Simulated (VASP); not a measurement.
# TiB (F-43m) in VASP: notebook

Runs on TiB. Level: r2SCAN. Tasks: single point.

Program: VASP 6.6.1. These are calculated values, not measurements. Logs are shortened: lines on timing, memory, paths and dates and some standing lists are left out, and cuts for length are marked.

### Step 1. The cell of the first run

The structure is cubic, space group F-43m (No. 216). Conventional cell: a = 4.202 Å, b = 4.202 Å, c = 4.202 Å, α = 90.00°, β = 90.00°, γ = 90.00°. Ti (site symmetry -43m) has 4 B at 1.82 Å within 2.4 Å. B (site symmetry -43m) has 4 Ti at 1.82 Å within 2.4 Å.

### Step 2. Single point, r2SCAN

The input, POSCAR:

```
TiB
1.0
    0.0000000000      2.1010000000      2.1010000000
    2.1010000000      0.0000000000      2.1010000000
    2.1010000000      2.1010000000      0.0000000000
Ti B
1 1
Direct
    0.7500000000      0.7500000000      0.7500000000
    0.0000000000      0.0000000000      0.0000000000
```

The input, INCAR.step1:

```
SYSTEM = TiB
  PREC = Accurate
  ENCUT = 520
  ISMEAR = 0
  SIGMA = 0.1
  LREAL = .FALSE.
  LASPH = .TRUE.
  NELM = 60
  NBANDS = 14
  GGA = PE
  ALGO = Normal
  EDIFF = 1E-4
  LWAVE = .TRUE.
  LCHARG = .FALSE.
```

The input, INCAR.step2:

```
SYSTEM = TiB
  PREC = Accurate
  ENCUT = 520
  EDIFF = 1E-6
  ISMEAR = 0
  SIGMA = 0.1
  LREAL = .FALSE.
  LASPH = .TRUE.
  NELM = 60
  ALGO = Normal
  ISIF = 2
  LWAVE = .FALSE.
  LCHARG = .TRUE.
  METAGGA = R2SCAN
  LMIXTAU = .TRUE.
  LELF = .TRUE.
  LVHAR = .TRUE.
  NBANDS = 14
  ISTART = 1
```

The input, KPOINTS:

```
Automatic mesh
0
G
  8 8 8
  0 0 0
```

Potentials or basis: VASP PAW PBE potentials, release 64 (Ti_sv, B).

Launch:

```bash
$ cat potpaw_PBE.64/Ti_sv/POTCAR potpaw_PBE.64/B/POTCAR > POTCAR
$ cp INCAR.step1 INCAR
$ mpirun -np 1 vasp_std > vasp.out
$ cp INCAR.step2 INCAR
$ mpirun -np 1 vasp_std > vasp.out
```

OUTCAR:

```text
SYSTEM = TiB
   PREC = Accurate
   ENCUT = 520
   EDIFF = 1E-6
   ISMEAR = 0
   LREAL = .FALSE.
   LASPH = .TRUE.
   NELM = 60
   ISIF = 2
   METAGGA = R2SCAN
   ISTART = 1

 ion  position               nearest neighbor table
   1  0.750  0.750  0.750-   2 1.82   2 1.82   2 1.82   2 1.82
   2  0.000  0.000  0.000-   1 1.82   1 1.82   1 1.82   1 1.82

  LATTYP: Found a face centered cubic cell.
 ALAT       =     4.2020000000

  Lattice vectors:

 A1 = (   0.0000000000,   2.1010000000,   2.1010000000)
 A2 = (   2.1010000000,   0.0000000000,   2.1010000000)
 A3 = (   2.1010000000,   2.1010000000,   0.0000000000)

Analysis of symmetry for initial positions (statically):
=====================================================================
 Subroutine PRICEL returns:
 Original cell was already a primitive cell.

 Routine SETGRP: Setting up the symmetry group for a
 face centered cubic supercell.

 Subroutine GETGRP returns: Found 24 space group operations
 (whereof 24 operations were pure point group operations)
 out of a pool of 48 trial point group operations.

The static configuration has the point symmetry T_d .

Analysis of symmetry for dynamics (positions and initial velocities):
=====================================================================
 Subroutine PRICEL returns:
 Original cell was already a primitive cell.

 Routine SETGRP: Setting up the symmetry group for a
 face centered cubic supercell.

 Subroutine GETGRP returns: Found 24 space group operations
 (whereof 24 operations were pure point group operations)
 out of a pool of 48 trial point group operations.

The dynamic configuration has the point symmetry T_d .

 Subroutine INISYM returns: Found 24 space group operations
 (whereof 24 operations are pure point group operations),
 and found     1 'primitive' translations

----------------------------------------------------------------------------------------

                                     Primitive cell

  volume of cell :      18.5485

  direct lattice vectors                    reciprocal lattice vectors
     0.000000000  2.101000000  2.101000000    -0.237981913  0.237981913  0.237981913
     2.101000000  0.000000000  2.101000000     0.237981913 -0.237981913  0.237981913
     2.101000000  2.101000000  0.000000000     0.237981913  0.237981913 -0.237981913

  length of vectors
     2.971262695  2.971262695  2.971262695     0.412196765  0.412196765  0.412196765

  position of ions in fractional coordinates (direct lattice)
     0.750000000  0.750000000  0.750000000
     0.000000000  0.000000000  0.000000000

  ion indices of the primitive-cell ions
   primitive index   ion index
                 1           1
                 2           2

----------------------------------------------------------------------------------------

 KPOINTS: Automatic mesh

Automatic generation of k-mesh.
 Grid dimensions read from file:
 generate k-points for:    8    8    8

 Generating k-lattice:

  Cartesian coordinates                     Fractional coordinates (reciprocal lattice)
    -0.029747739  0.029747739  0.029747739     0.125000000  0.000000000  0.000000000
     0.029747739 -0.029747739  0.029747739     0.000000000  0.125000000  0.000000000
     0.029747739  0.029747739 -0.029747739     0.000000000  0.000000000  0.125000000

  Length of vectors
     0.051524596  0.051524596  0.051524596

  Shift w.r.t. Gamma in fractional coordinates (k-lattice)
     0.000000000  0.000000000  0.000000000

 Subroutine IBZKPT returns following result:
 ===========================================

 Found     29 irreducible k-points:

 Following reciprocal coordinates:
            Coordinates               Weight
  0.000000  0.000000  0.000000      1.000000
  0.125000  0.000000  0.000000      8.000000
  0.250000  0.000000  0.000000      8.000000
  0.375000  0.000000  0.000000      8.000000
  0.500000  0.000000  0.000000      4.000000
  0.125000  0.125000  0.000000      6.000000
[... 16 lines left out ...]
  0.500000  0.250000  0.125000     48.000000
 -0.375000  0.250000  0.125000     24.000000
 [... further k-points ...]
   k-points           NKPTS =     29   k-points in BZ     NKDIM =     29   number of bands    NBANDS=     14
   number of dos      NEDOS =    301   number of ions     NIONS =      2
   total plane-waves  NPLWV =  13824
   dimension x,y,z NGX =    24 NGY =   24 NGZ =   24
   dimension x,y,z NGXF=    48 NGYF=   48 NGZF=   48
   ions per type =               1   1
   NGX,Y,Z   is equivalent  to a cutoff of  13.43, 13.43, 13.43 a.u.
   NGXF,Y,Z  is equivalent  to a cutoff of  26.86, 26.86, 26.86 a.u.
 SYSTEM =  TiB
   PREC   = accura    normal or accurate (medium, high low for compatibility)
   ISTART =      1    job   : 0-new  1-cont  2-samecut
   ICHARG =      0    charge: 1-file 2-atom 10-const
   ISPIN  =      1    spin polarized calculation?
   LNONCOLLINEAR =      F non collinear calculations
   LSORBIT =      F    spin-orbit coupling
   LASPH  =      T    aspherical Exc in radial PAW
   ENCUT  =  520.0 eV  38.22 Ry    6.18 a.u.   5.52  5.52  5.52*2*pi/ulx,y,z
   NELM   =     60;   NELMIN=  2; NELMDL=  0     # of ELM steps
   EDIFF  = 0.1E-05   stopping-criterion for ELM
   LREAL  =      F    real-space projection
[... 7 lines left out ...]
   TEBEG  =    0.0;   TEEND  =   0.0 temperature during run
   PSTRESS=    0.0 pullay stress
   NELECT =      15.0000    total number of electrons
   NUPDOWN=      -1.0000    fix difference up-down
   EMIN   =  10.00;   EMAX   =-10.00  energy-range for DOS
   EFERMI =   0.00;   METHOD = LEGACY
   ISMEAR =     0;   SIGMA  =   0.10  broadening in eV -4-tet -1-fermi 0-gaus
   EFERMI_NEDOS =   21; number of points for ismear=-14 and -15
   IALGO  =     38    algorithm
   IMIX   =      4    mixing-type and parameters
     AMIX     =   0.40;   BMIX     =  1.00
     AMIX_MAG =   1.60;   BMIX_MAG =  1.00
  volume/ion in A,a.u.               =       9.27        62.59
  Fermi-wavevector in a.u.,A,eV,Ry     =   1.525232  2.882270 31.651671  2.326332
  Thomas-Fermi vector in A             =   2.633430
   LORBIT       =      0    0 simple, 1 ext, 2 COOP (PROOUT), +10 PAW based schemes
   METAGGA = R2SCAN    functional components
   LHFCALC =     F    Hartree Fock is set to
   AEXX    =    0.0000 exact exchange contribution
   IVDW    =     0    specifies the selected vdW correction
   LEPSILON=     F    determine dielectric tensor
   LRPA    =     F    only Hartree local field effects (RPA)
 non-spin polarized calculation
 Gauss-broadening in eV      SIGMA  =   0.10
  energy-cutoff  :      520.00
  volume of cell :       18.55
 maximum number of plane-waves:       531
 NGX is ok and might be reduce to    24
   NGX = 11   NGY = 11   NGZ = 11

 number of electron      14.9999998 magnetization

 Free energy of the ion-electron system (eV)
  ---------------------------------------------------
  ext. energy  EPLUGINS =         0.00000000
  ---------------------------------------------------
  free energy    TOTEN  =       -15.76652252 eV

  energy without entropy =      -15.75896564  energy(sigma->0) =      -15.76274408

 E-fermi :   9.2542     XC(G=0): -13.6544

 val. band max:        9.2337664032   @ k =  -0.2500   0.5000   0.2500
 cond. band min:       9.3579734392   @ k =   0.5000   0.2500   0.0000
 fundamental gap:      0.1242070360
 Fermi energy:         9.2542034588

 k-point     1 :       0.0000    0.0000    0.0000
  band No.  band energies     occupation
      1     -47.7171      2.00000
      2     -22.7868      2.00000
      3     -22.7868      2.00000
      4     -22.7868      2.00000
      5      -0.1945      2.00000
      6       7.2609      2.00000
      7       7.2609      2.00000
      8       7.2609      2.00000
      9      12.9683      0.00000
     10      12.9683      0.00000
     11      22.2852      0.00000
     12      22.7625      0.00000
     13      22.7625      0.00000
     14      22.7625      0.00000

 k-point     2 :       0.1250    0.0000    0.0000
  band No.  band energies     occupation
      1     -47.6990      2.00000
      2     -22.9142      2.00000
      3     -22.8052      2.00000
      4     -22.8052      2.00000
      5       0.2536      2.00000
      6       7.0788      2.00000
      7       7.4576      2.00000
      8       7.4576      2.00000
      9      12.8016      0.00000
     10      12.8016      0.00000
     11      21.7087      0.00000
     12      22.8214      0.00000
     13      22.8214      0.00000
     14      23.0395      0.00000

 k-point     3 :       0.2500    0.0000    0.0000
  band No.  band energies     occupation
      1     -47.6551      2.00000
      2     -23.2142      2.00000
      3     -22.8492      2.00000
      4     -22.8492      2.00000
      5       1.4178      2.00000
      6       6.7278      2.00000
      7       7.8426      2.00000
      8       7.8426      2.00000
      9      12.7396      0.00000
     10      12.7396      0.00000
     11      19.4043      0.00000
     12      22.3009      0.00000
     13      22.3009      0.00000
     14      23.8390      0.00000
[... 324 lines left out ...]
 k-point    23 :       0.5000    0.2500    0.1250
  band No.  band energies     occupation
      1     -47.5867      2.00000
      2     -23.4427      2.00000
      3     -23.0968      2.00000
      4     -22.9566      2.00000
      5       3.5217      2.00000
      6       6.3250      2.00000
      7       7.7994      2.00000
      8       9.0796      1.98646
      9      12.1950      0.00000
     10      14.1337      0.00000
     11      15.9989      0.00000
     12      18.8335      0.00000
     13      20.8326      0.00000
     14      24.2688      0.00000

 k-point    24 :      -0.3750    0.2500    0.1250
  band No.  band energies     occupation
      1     -47.5719      2.00000
      2     -23.5116      2.00000
      3     -23.1232      2.00000
      4     -22.9851      2.00000
      5       4.0408      2.00000
      6       6.3793      2.00000
      7       7.8512      2.00000
      8       9.1990      1.56460
      9      12.5716      0.00000
     10      13.9346      0.00000
     11      15.2309      0.00000
     12      18.9165      0.00000
     13      19.6520      0.00000
     14      23.9256      0.00000

 [... further k-points ...]
[... 5 lines left out ...]
  --------------------------------------------------------------------------------------
  -------------------------------------------------------------------------------------
  Total       14.1274335     14.1274335     14.1274335      0.0000000     -0.0000000      0.0000000
  in kB     1220.2974469   1220.2974469   1220.2974469      0.0000000     -0.0000000      0.0000000
  external PRESSURE =    1220.2974469 kB  Pullay stress =       0.0000000 kB

 VOLUME and BASIS-vectors are now :
 -----------------------------------------------------------------------------
  energy-cutoff  :      520.00
  volume of cell :       18.55
      direct lattice vectors                 reciprocal lattice vectors
     0.000000000  2.101000000  2.101000000    -0.237981913  0.237981913  0.237981913
     2.101000000  0.000000000  2.101000000     0.237981913 -0.237981913  0.237981913
     2.101000000  2.101000000  0.000000000     0.237981913  0.237981913 -0.237981913

 POSITION                                       TOTAL-FORCE (eV/Angst)
 -----------------------------------------------------------------------------------
      3.15150      3.15150      3.15150         0.000000      0.000000     -0.000000
      0.00000      0.00000      0.00000        -0.000000     -0.000000      0.000000
 -----------------------------------------------------------------------------------
    total drift:                                0.000001      0.000001      0.000001

  FREE ENERGIE OF THE ION-ELECTRON SYSTEM (eV)
  ---------------------------------------------------
  free  energy   TOTEN  =       -15.7665225161 eV

  energy  without entropy=      -15.7589656442  energy(sigma->0) =      -15.76274408
```

Wall time 38 s (1 thread of AMD EPYC 7R13 (Zen 3), shared host); peak memory 0.12 GiB.

What came out:

```
Free energy : -15.7665 eV
Pressure    : 122.0 GPa
```

Caveat: the PAW data sets were made with another functional, which shifts forces and pressure a little.

(Part 1 of 2 ends here.)
